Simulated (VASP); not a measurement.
Write the native input for VASP 6.6.1 that does the following.

```
Task                   : single point
Functional             : PBE
Potentials or basis    : VASP PAW PBE potentials, release 64 (Cu)
Cutoff                 : 520 eV
k mesh                 : 14 × 14 × 14
Occupations            : gaussian, width 0.1 eV
Spin                   : no spin polarisation
Dipole correction      : no
Further INCAR settings : ALGO = Fast; EDIFF = 1e-06; NBANDS = 12
```

The structure of Cu lies in POSCAR:

```
Cu
1.0
   -1.4427933200      1.4427933200      1.3760814500
    1.4427933200     -1.4427933200      1.3760814500
    1.4427933200      1.4427933200     -1.3760814500
Cu
1
Direct
    0.0000000000      0.0000000000      0.0000000000
```

One way to write it, as run:

INCAR

```
SYSTEM = Cu
PREC     = Accurate       ! precision mode
ENCUT    = 520            ! plane-wave cutoff, eV
EDIFF    = 1E-6           ! SCF threshold, eV
ISMEAR   = 0              ! smearing method
SIGMA    = 0.1            ! smearing width, eV
LREAL    = .FALSE.        ! projectors in reciprocal space
LASPH    = .TRUE.         ! aspherical terms in the spheres
NELM     = 60             ! most SCF steps
ALGO     = Fast           ! electronic algorithm
ISIF     = 2              ! what is computed and relaxed
LWAVE    = .FALSE.        ! write WAVECAR
LCHARG   = .FALSE.        ! write CHGCAR
GGA      = PE             ! functional
NBANDS   = 12             ! bands
```

KPOINTS

```
Automatic mesh
0
G
  14 14 14
  0 0 0
```

Potentials or basis: VASP PAW PBE potentials, release 64 (Cu).

Command:

```bash
$ cat potpaw_PBE.64/Cu/POTCAR > POTCAR
$ mpirun -np 1 vasp_std > vasp.out
```

Results of the run:

```json
{
 "Pressure": "8.0 GPa"
}
```

Wall time 24 s on 1 thread of Intel(R) Xeon(R) 6975P-C (Granite Rapids) (shared host), peak memory 0.14 GiB.
